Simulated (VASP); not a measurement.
A run of VASP 6.6.1 is set up as follows.

The input INCAR:

```
ALGO = Normal
EDIFF = 1E-6
ENCUT = 520
GGA = PE
ISIF = 2
ISMEAR = 0
LASPH = True
LCHARG = False
LREAL = False
LWAVE = False
NBANDS = 51
NELM = 100
PREC = Accurate
SIGMA = 0.1
```

File KPOINTS:

```
k-points
0
Gamma
  4 6 4
```

File POSCAR:

```
SnGe2
1.0
    5.5941653687      0.0000000000      0.0803746346
    0.0000000000      3.2848864252      0.0000000000
   -1.7468683515      0.0000000000      7.3556742709
Sn Ge
2 4
Direct
    0.3052185131      0.2500000000      0.0944072790
    0.6947814869      0.7500000000      0.9055927210
    0.3334015893      0.7500000000      0.5658620406
    0.0341558281      0.2500000000      0.7192772842
    0.6665984107      0.2500000000      0.4341379594
    0.9658441719      0.7500000000      0.2807227158
```

Potentials or basis: VASP PAW PBE potentials, release 64 (Sn_d, Ge_d).

Run with:

```bash
$ cat potpaw_PBE.64/Sn_d/POTCAR potpaw_PBE.64/Ge_d/POTCAR > POTCAR
$ mpirun -np 1 vasp_std > vasp.out
```

Q: Estimate the band gap on the k mesh.

A: Zero (band 42 reaches 9.20 eV, above the bottom of band 43 at 5.02 eV).

Q: Estimate the pressure.

A: -0.2 GPa.

Stress tensor (GPa, compression positive):
```
-0.15  0.00  0.05
 0.00 -0.36  0.00
 0.05  0.00 -0.17
```

Caveat: spin-orbit coupling is left out, which moves the levels of the heavy elements.
